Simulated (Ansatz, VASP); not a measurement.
One calculation of BN, two programs

File INCAR:

```
SYSTEM = BN
ALGO     = Normal         ! electronic algorithm
DIPOL    = 0.5 0.5 0.500
EDIFF    = 1E-6           ! SCF threshold, eV
ENCUT    = 520            ! plane-wave cutoff, eV
GGA      = PE             ! functional
IDIPOL   = 3            
ISIF     = 2              ! what is computed and relaxed
ISMEAR   = 0              ! smearing method
IVDW     = 12             ! dispersion correction
LASPH    = .TRUE.         ! aspherical terms in the spheres
LCHARG   = .FALSE.        ! write CHGCAR
LDIPOL   = .TRUE.       
LREAL    = .FALSE.        ! projectors in reciprocal space
LWAVE    = .FALSE.        ! write WAVECAR
NBANDS   = 11             ! bands
NELM     = 60             ! most SCF steps
PREC     = Accurate       ! precision mode
SIGMA    = 0.02           ! smearing width, eV
```

Contents of KPOINTS:

```
k-points
0
G
  12 12 1
  0 0 0
```

File POSCAR:

```
BN
1.0
    2.5770000000      0.0000000000      0.0000000000
   -1.2885000000      2.2317474655      0.0000000000
    0.0000000000      0.0000000000     26.0000000000
B N
1 1
Direct
    0.0000000000      0.0000000000      0.5109807692
    0.6666666667      0.3333333333      0.4890192308
```

Input for Ansatz:

```yaml
crystal:
  lattice:
    - [2.577, 0.0, 0.0]
    - [-1.2885, 2.2317474655, 0.0]
    - [0.0, 0.0, 26.0]
  atoms:
    - { symbol: B, position: [0.0, 0.0, 0.5109807692] }
    - { symbol: "N", position: [0.6666666667, 0.3333333333, 0.4890192308] }
  periodic: [true, true, false]
basis:
  ecutwfc: 420
kpoints:
  mp_grid: { grid: [12, 12, 1] }
hamiltonian:
  xc: pbe
  dispersion: d3bj
scf:
  occupations: { method: gaussian, width: 0.02 }
output:
  forces: true
  stress: true
  eigenvalues: true
```

Alike in both runs: task single point; functional PBE; dispersion D3(BJ); k mesh 12 × 12 × 1; occupations gaussian, width 0.02 eV; no spin polarisation.

|  | VASP | Ansatz |
| --- | --- | --- |
| version | VASP 6.6.1 | Ansatz 0.2.0 |
| potentials or method | VASP PAW PBE potentials, release 64 (B, N), cutoff 520 eV | scalar-relativistic, plane waves, PAW |
| valence electrons in the cell | 8 | 8 |

|  | VASP | Ansatz | Ansatz less VASP |
| --- | --- | --- | --- |
| gap on the k mesh at the Fermi level (eV) | 1.81 | 1.80 | -0.004 |
| least direct gap on the mesh (eV) | 1.81 | 1.80 | -0.004 |
| rms of the force components (eV/Å) | 4.654 | 4.659 | +0.0051 |

Atom by atom the forces differ by 0.005 eV/Å (rms over components).
